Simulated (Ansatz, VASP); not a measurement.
Two plane-wave programs on Nb

```
Nb
1.0
     2.80799    0.00000    0.00000
    -1.40400    2.43179    0.00000
     0.00000    0.00000    5.12662
Nb
2
Direct
  0.33333 0.66667 0.25000
  0.66667 0.33333 0.75000
```

Alike in both runs: task single point; functional RPBE; k mesh 14 × 14 × 7; occupations fermi-dirac, width 0.1 eV; no spin polarisation.

```csv
,VASP,Ansatz
version,VASP 6.6.1,Ansatz 0.2.0
potentials or method,"VASP PAW PBE potentials, release 64 (Nb_sv), cutoff 520 eV","plane waves (420 eV) with PAW, scalar-relativistic"
valence electrons in the cell,26,26
```

Ansatz gave:

```
pressure (GPa)                                                : 14.9
traceless stress, the component that is largest in VASP (GPa) : -0.52
```

Task: What did VASP give for the same quantities?

Result: Pressure (GPa): 14.5; traceless stress, the component that is largest in VASP (GPa): -0.54.

VASP's potentials were made for PBE, not for RPBE.
